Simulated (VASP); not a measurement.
# InBi2F3 (R-3m) in VASP: single point with PBE

Aim: the single point of InBi2F3 with PBE.

Program: VASP 6.6.1. These are calculated values, not measurements. Logs are shortened: lines on timing, memory, paths and dates and some standing lists are left out, and cuts for length are marked.

**1. The cell of the first run**

It takes space group R-3m (No. 166, trigonal). The conventional cell has a = 3.343 Å, b = 3.343 Å, c = 36.808 Å, α = 90.00°, β = 90.00°, γ = 120.00°. In (site symmetry -3m) has 6 F at 2.84 Å and 6 In at 3.34 Å within 3.7 Å. Within 3.6 Å of Bi (site symmetry 3m) lie 6 F at 2.77 to 2.83 Å and 6 Bi at 3.34 Å. Within 3.7 Å of F (site symmetry -3m) lie 6 Bi at 2.83 Å and 6 F at 3.34 Å. F (site symmetry 3m) has 3 Bi at 2.77 Å and 3 In at 2.84 Å and 6 F at 3.34 Å within 3.6 Å.

**2. Single point, PBE**

Input file INCAR:

```
SYSTEM = InBi2F3
PREC = Accurate
ENCUT = 520
EDIFF = 1E-6
ISMEAR = 0
SIGMA = 0.1
LREAL = .False.
LASPH = .True.
NELM = 60
ALGO = Normal
ISIF = 2
LWAVE = .False.
LCHARG = .True.
GGA = PE
LELF = .True.
LVHAR = .True.
NBANDS = 41
```

Input file KPOINTS:

```
Automatic mesh
0
Gamma
  6 6 6
  0 0 0
```

Input file POSCAR:

```
InBi2F3
1.0
    1.6714497695      0.9650119743     12.2694359494
   -1.6714497695      0.9650119743     12.2694359494
    0.0000000000     -1.9300239487     12.2694359494
In Bi F
1 2 3
Direct
    0.5000000000      0.5000000000      0.5000000000
    0.3895670266      0.3895670266      0.3895670266
    0.6104329734      0.6104329734      0.6104329734
    0.0000000000      0.0000000000      0.0000000000
    0.7767258244      0.7767258244      0.7767258244
    0.2232741756      0.2232741756      0.2232741756
```

Potentials or basis: VASP PAW PBE potentials, release 64 (In_d, Bi_d, F).

Started as:

```sh
$ cat potpaw_PBE.64/In_d/POTCAR potpaw_PBE.64/Bi_d/POTCAR potpaw_PBE.64/F/POTCAR > POTCAR
$ mpirun -np 1 vasp_std > vasp.out
```

OUTCAR:

```text
SYSTEM = InBi2F3
   PREC = Accurate
   ENCUT = 520
   EDIFF = 1E-6
   ISMEAR = 0
   LREAL = .False.
   LASPH = .True.
   NELM = 60
   ISIF = 2
   GGA = PE

 ion  position               nearest neighbor table
   1  0.500  0.500  0.500-   6 2.84   5 2.84   6 2.84   6 2.84   5 2.84   5 2.84
   2  0.390  0.390  0.390-   5 2.77   5 2.77   5 2.77   4 2.83   4 2.83   4 2.83
   3  0.610  0.610  0.610-   6 2.77   6 2.77   6 2.77   4 2.83   4 2.83   4 2.83
   4  0.000  0.000  0.000-   3 2.83   2 2.83   3 2.83   3 2.83   2 2.83   2 2.83
   5  0.777  0.777  0.777-   2 2.77   2 2.77   2 2.77   1 2.84   1 2.84   1 2.84
   6  0.223  0.223  0.223-   3 2.77   3 2.77   3 2.77   1 2.84   1 2.84   1 2.84

  LATTYP: Found a trigonal (rhomboedric) cell.
 ALAT       =    12.4203080058
 COS(alpha) =     0.9637797100

  Lattice vectors:

 A1 = (   1.6714497695,   0.9650119743,  12.2694359494)
 A2 = (  -1.6714497695,   0.9650119743,  12.2694359494)
 A3 = (   0.0000000000,  -1.9300239487,  12.2694359494)

Analysis of symmetry for initial positions (statically):
=====================================================================
 Subroutine PRICEL returns:
 Original cell was already a primitive cell.

 Routine SETGRP: Setting up the symmetry group for a
 trigonal (rhombohedral) supercell.

 Subroutine GETGRP returns: Found 12 space group operations
 (whereof 12 operations were pure point group operations)
 out of a pool of 12 trial point group operations.

The static configuration has the point symmetry D_3d.

Analysis of symmetry for dynamics (positions and initial velocities):
=====================================================================
 Subroutine PRICEL returns:
 Original cell was already a primitive cell.

 Routine SETGRP: Setting up the symmetry group for a
 trigonal (rhombohedral) supercell.

 Subroutine GETGRP returns: Found 12 space group operations
 (whereof 12 operations were pure point group operations)
 out of a pool of 12 trial point group operations.

The dynamic configuration has the point symmetry D_3d.

 Subroutine INISYM returns: Found 12 space group operations
 (whereof 12 operations are pure point group operations),
 and found     1 'primitive' translations

----------------------------------------------------------------------------------------

                                     Primitive cell

  volume of cell :     118.7413

  direct lattice vectors                    reciprocal lattice vectors
     1.671449769  0.965011974 12.269435949     0.299141505  0.172709429  0.027167780
    -1.671449769  0.965011974 12.269435949    -0.299141505  0.172709429  0.027167780
     0.000000000 -1.930023949 12.269435949     0.000000000 -0.345418857  0.027167780

  length of vectors
    12.420308006 12.420308006 12.420308006     0.346485606  0.346485606  0.346485606

  position of ions in fractional coordinates (direct lattice)
     0.500000000  0.500000000  0.500000000
     0.389567027  0.389567027  0.389567027
     0.610432973  0.610432973  0.610432973
     0.000000000  0.000000000  0.000000000
     0.776725824  0.776725824  0.776725824
     0.223274176  0.223274176  0.223274176

  ion indices of the primitive-cell ions
   primitive index   ion index
                 1           1
                 2           2
                 3           3
                 4           4
                 5           5
                 6           6

----------------------------------------------------------------------------------------

 KPOINTS: Automatic mesh

Automatic generation of k-mesh.
 Grid dimensions read from file:
 generate k-points for:    6    6    6

 Generating k-lattice:

  Cartesian coordinates                     Fractional coordinates (reciprocal lattice)
     0.049856918  0.028784905  0.004527963     0.166666667  0.000000000 -0.000000000
    -0.049856918  0.028784905  0.004527963     0.000000000  0.166666667 -0.000000000
     0.000000000 -0.057569810  0.004527963     0.000000000  0.000000000  0.166666667

  Length of vectors
     0.057747601  0.057747601  0.057747601

  Shift w.r.t. Gamma in fractional coordinates (k-lattice)
     0.000000000  0.000000000  0.000000000

 Subroutine IBZKPT returns following result:
 ===========================================

 Found     32 irreducible k-points:

 Following reciprocal coordinates:
            Coordinates               Weight
  0.000000  0.000000  0.000000      1.000000
  0.166667 -0.000000 -0.000000      6.000000
  0.333333  0.000000  0.000000      6.000000
  0.500000 -0.000000 -0.000000      3.000000
  0.166667  0.166667 -0.000000      6.000000
  0.333333  0.166667 -0.000000     12.000000
[... 16 lines left out ...]
  0.500000  0.500000  0.166667      6.000000
 -0.333333  0.500000  0.166667     12.000000
 [... further k-points ...]
   k-points           NKPTS =     32   k-points in BZ     NKDIM =     32   number of bands    NBANDS=     41
   number of dos      NEDOS =    301   number of ions     NIONS =      6
   total plane-waves  NPLWV = 884736
   dimension x,y,z NGX =    96 NGY =   96 NGZ =   96
   dimension x,y,z NGXF=   192 NGYF=  192 NGZF=  192
   ions per type =               1   2   3
   NGX,Y,Z   is equivalent  to a cutoff of  12.85, 12.85, 12.85 a.u.
   NGXF,Y,Z  is equivalent  to a cutoff of  25.70, 25.70, 25.70 a.u.
 SYSTEM =  InBi2F3
   PREC   = accura    normal or accurate (medium, high low for compatibility)
   ISTART =      0    job   : 0-new  1-cont  2-samecut
   ICHARG =      2    charge: 1-file 2-atom 10-const
   ISPIN  =      1    spin polarized calculation?
   LNONCOLLINEAR =      F non collinear calculations
   LSORBIT =      F    spin-orbit coupling
   LASPH  =      T    aspherical Exc in radial PAW
   ENCUT  =  520.0 eV  38.22 Ry    6.18 a.u.  23.09 23.09 23.09*2*pi/ulx,y,z
   NELM   =     60;   NELMIN=  2; NELMDL= -5     # of ELM steps
   EDIFF  = 0.1E-05   stopping-criterion for ELM
   LREAL  =      F    real-space projection
   EDIFFG = 0.1E-04   stopping-criterion for IOM
   NSW    =      0    number of steps for IOM
   IBRION =     -1    ionic relax: 0-MD 1-quasi-New 2-CG
   NFREE  =      0    steps in history (QN), initial steepest desc. (CG)
   ISIF   =      2    stress and relaxation
   ISYM   =      2    0-nonsym 1-usesym 2-fastsym
   POTIM  = 0.5000    time-step for ionic-motion
   TEBEG  =    0.0;   TEEND  =   0.0 temperature during run
   PSTRESS=    0.0 pullay stress
   NELECT =      64.0000    total number of electrons
   NUPDOWN=      -1.0000    fix difference up-down
   EMIN   =  10.00;   EMAX   =-10.00  energy-range for DOS
   EFERMI =   0.00;   METHOD = LEGACY
   ISMEAR =     0;   SIGMA  =   0.10  broadening in eV -4-tet -1-fermi 0-gaus
   EFERMI_NEDOS =   21; number of points for ismear=-14 and -15
   IALGO  =     38    algorithm
   IMIX   =      4    mixing-type and parameters
     AMIX     =   0.40;   BMIX     =  1.00
     AMIX_MAG =   1.60;   BMIX_MAG =  1.00
  volume/ion in A,a.u.               =      19.79       133.55
  Fermi-wavevector in a.u.,A,eV,Ry     =   1.332296  2.517675 24.150528  1.775014
  Thomas-Fermi vector in A             =   2.461242
   LORBIT       =      0    0 simple, 1 ext, 2 COOP (PROOUT), +10 PAW based schemes
   GGA     = PE    functional components
   LHFCALC =     F    Hartree Fock is set to
   AEXX    =    0.0000 exact exchange contribution
   IVDW    =     0    specifies the selected vdW correction
   LEPSILON=     F    determine dielectric tensor
   LRPA    =     F    only Hartree local field effects (RPA)
 non-spin polarized calculation
 Gauss-broadening in eV      SIGMA  =   0.10
  energy-cutoff  :      520.00
  volume of cell :      118.74
 maximum number of plane-waves:      3238
 NGX is ok and might be reduce to    96
   NGX = 47   NGY = 47   NGZ = 47

 number of electron      63.9999995 magnetization

 Free energy of the ion-electron system (eV)
  ---------------------------------------------------
  ext. energy  EPLUGINS =         0.00000000
  ---------------------------------------------------
  free energy    TOTEN  =       -23.40160193 eV

  energy without entropy =      -23.39977352  energy(sigma->0) =      -23.40068773

 E-fermi :   6.2076     XC(G=0): -10.0112

 val. band max:        6.1155052678   @ k =  -0.3333   0.5000   0.3333
 cond. band min:       6.2967866861   @ k =   0.1667   0.1667   0.1667
 fundamental gap:      0.1812814183
 Fermi energy:         6.2075682644

 k-point     1 :       0.0000    0.0000    0.0000
  band No.  band energies     occupation
      1     -17.7048      2.00000
      2     -17.6757      2.00000
      3     -17.4695      2.00000
      4     -17.4695      2.00000
      5     -17.4684      2.00000
      6     -17.4684      2.00000
[... 33 lines left out ...]
     40      16.0019      0.00000
     41      16.0785      0.00000

 k-point     2 :       0.1667   -0.0000   -0.0000
  band No.  band energies     occupation
      1     -17.6719      2.00000
      2     -17.6469      2.00000
      3     -17.5579      2.00000
      4     -17.5128      2.00000
      5     -17.4745      2.00000
      6     -17.4730      2.00000
[... 33 lines left out ...]
     40      14.7122      0.00000
     41      14.8048      0.00000

 k-point     3 :       0.3333    0.0000    0.0000
  band No.  band energies     occupation
      1     -17.6881      2.00000
      2     -17.6182      2.00000
      3     -17.6159      2.00000
      4     -17.5885      2.00000
      5     -17.4869      2.00000
      6     -17.4845      2.00000
[... 33 lines left out ...]
     40      13.2335      0.00000
     41      13.6342      0.00000

 k-point     4 :       0.5000   -0.0000   -0.0000
  band No.  band energies     occupation
      1     -17.7346      2.00000
      2     -17.6335      2.00000
      3     -17.6109      2.00000
      4     -17.6072      2.00000
      5     -17.4932      2.00000
      6     -17.4904      2.00000
[... 825 lines left out ...]
     40      13.7412      0.00000
     41      14.5529      0.00000

 k-point    23 :       0.5000    0.5000    0.1667
  band No.  band energies     occupation
      1     -17.6881      2.00000
      2     -17.6183      2.00000
      3     -17.6158      2.00000
      4     -17.5885      2.00000
      5     -17.4869      2.00000
      6     -17.4845      2.00000
[... 33 lines left out ...]
     40      13.2337      0.00000
     41      13.7332      0.00000

 k-point    24 :      -0.3333    0.5000    0.1667
  band No.  band energies     occupation
      1     -17.7005      2.00000
      2     -17.6134      2.00000
      3     -17.5732      2.00000
      4     -17.5705      2.00000
      5     -17.5346      2.00000
      6     -17.5090      2.00000
[... 33 lines left out ...]
     40      13.6950      0.00000
     41      14.5469      0.00000

 [... further k-points ...]
[... 5 lines left out ...]
  --------------------------------------------------------------------------------------
  -------------------------------------------------------------------------------------
  Total       -0.2404376     -0.2404376      0.1322473      0.0000000     -0.0000000      0.0000000
  in kB       -3.2442256     -3.2442256      1.7844133      0.0000000     -0.0000000      0.0000000
  external PRESSURE =      -1.5680126 kB  Pullay stress =       0.0000000 kB

 VOLUME and BASIS-vectors are now :
 -----------------------------------------------------------------------------
  energy-cutoff  :      520.00
  volume of cell :      118.74
      direct lattice vectors                 reciprocal lattice vectors
     1.671449769  0.965011974 12.269435949     0.299141505  0.172709429  0.027167780
    -1.671449769  0.965011974 12.269435949    -0.299141505  0.172709429  0.027167780
     0.000000000 -1.930023949 12.269435949     0.000000000 -0.345418857  0.027167780

 POSITION                                       TOTAL-FORCE (eV/Angst)
 -----------------------------------------------------------------------------------
      0.00000     -0.00000     18.40415         0.000000      0.000000      0.000000
      0.00000     -0.00000     14.33930         0.000000     -0.000000      0.011111
      0.00000     -0.00000     22.46900         0.000000      0.000000     -0.011111
      0.00000      0.00000      0.00000         0.000000      0.000000      0.000000
      0.00000     -0.00000     28.58996         0.000000      0.000000     -0.020427
      0.00000     -0.00000      8.21834         0.000000     -0.000000      0.020427
 -----------------------------------------------------------------------------------
    total drift:                                0.000000     -0.000000      0.000000

  FREE ENERGIE OF THE ION-ELECTRON SYSTEM (eV)
  ---------------------------------------------------
  free  energy   TOTEN  =       -23.4016019338 eV

  energy  without entropy=      -23.3997735190  energy(sigma->0) =      -23.40068773
```

Run time: 26 min. Hardware: 1 thread of AMD EPYC 9R45 (Zen 5), shared host; peak memory 1.5 GiB.

Results:

- Free energy: -23.4016 eV
- Pressure: -0.2 GPa
- Largest force: 0.020 eV/Å
- Band gap on the k mesh: zero (bands 32 and 33 overlap by 2.04 eV)

Forces on the atoms (eV/Å):
```
In   0.000  0.000  0.000
Bi   0.000  0.000  0.011
Bi   0.000  0.000 -0.011
F    0.000  0.000  0.000
F    0.000  0.000 -0.020
F    0.000  0.000  0.020
```

Caveat: the k points lie up to 0.36 Å⁻¹ apart, too coarse for converged energies and pressures of a metal; spin-orbit coupling is left out, which moves the levels of the heavy elements.

The gap in the log of VASP goes by the Fermi energy; the results here count the filled bands.